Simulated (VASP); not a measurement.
Wanted: the native input for a VASP 6.6.1 run.

* Task: single point
* Functional: r2SCAN
* Potentials or basis: VASP PAW PBE potentials, release 64 (Ga_d, N)
* Cutoff: 520 eV
* k mesh: 8 × 8 × 4
* Occupations: gaussian, width 0.01 eV
* Spin: no spin polarisation
* Dipole correction: no
* Further INCAR settings: ALGO = Normal; EDIFF = 1e-06; NBANDS = 26

GaN:

```
Ga N
1.0
     3.21493    0.00000    0.00000
    -1.60747    2.78421    0.00000
     0.00000    0.00000    5.15904
Ga N
2 2
Cartesian
  0.0000 1.8561 -0.0107
  1.6075 0.9281 2.5688
  0.0000 1.8561 1.9453
  1.6075 0.9281 4.5248
```

This cell differs from its parent crystal: film at in-plane strain +0.01.

The input as run:

POSCAR

```
GaN
1.0
    3.2149335838      0.0000000000      0.0000000000
   -1.6074667919      2.7842141550      0.0000000000
    0.0000000000      0.0000000000      5.1590415469
Ga N
2 2
Direct
    0.3333333333      0.6666666667     -0.0020697959
    0.6666666667      0.3333333333      0.4979302041
    0.3333333333      0.6666666667      0.3770697959
    0.6666666667      0.3333333333      0.8770697959
```

INCAR.step1

```
PREC = Accurate
ENCUT = 520
ISMEAR = 0
SIGMA = 0.01
LREAL = F
LASPH = T
NELM = 60
NBANDS = 26
GGA = PE
ALGO = Normal
EDIFF = 1E-4
LWAVE = T
LCHARG = F
```

INCAR.step2

```
PREC = Accurate
ENCUT = 520
EDIFF = 1E-6
ISMEAR = 0
SIGMA = 0.01
LREAL = F
LASPH = T
NELM = 60
ALGO = Normal
ISIF = 2
LWAVE = F
LCHARG = T
METAGGA = R2SCAN
LMIXTAU = T
LELF = T
LVHAR = T
NBANDS = 26
ISTART = 1
```

KPOINTS

```
Automatic mesh
0
Gamma
  8 8 4
```

Potentials or basis: VASP PAW PBE potentials, release 64 (Ga_d, N).

Command:

```sh
$ cat potpaw_PBE.64/Ga_d/POTCAR potpaw_PBE.64/N/POTCAR > POTCAR
$ cp INCAR.step1 INCAR
$ mpirun -np 1 vasp_std > vasp.out
$ cp INCAR.step2 INCAR
$ mpirun -np 1 vasp_std > vasp.out
```

It gave:

```json
{
  "Pressure": "-1.9 GPa",
  "Largest force": "0.009 eV/Å",
  "Band gap on the k mesh": "2.24 eV"
}
```

Caveat: the cell differs from its parent crystal (film at in-plane strain +0.01); the PAW data sets were made with another functional, which shifts forces and pressure a little.

Run time: 3.1 min on 1 thread of Intel Xeon 8259CL, with other jobs on the host, peak memory 0.18 GiB.
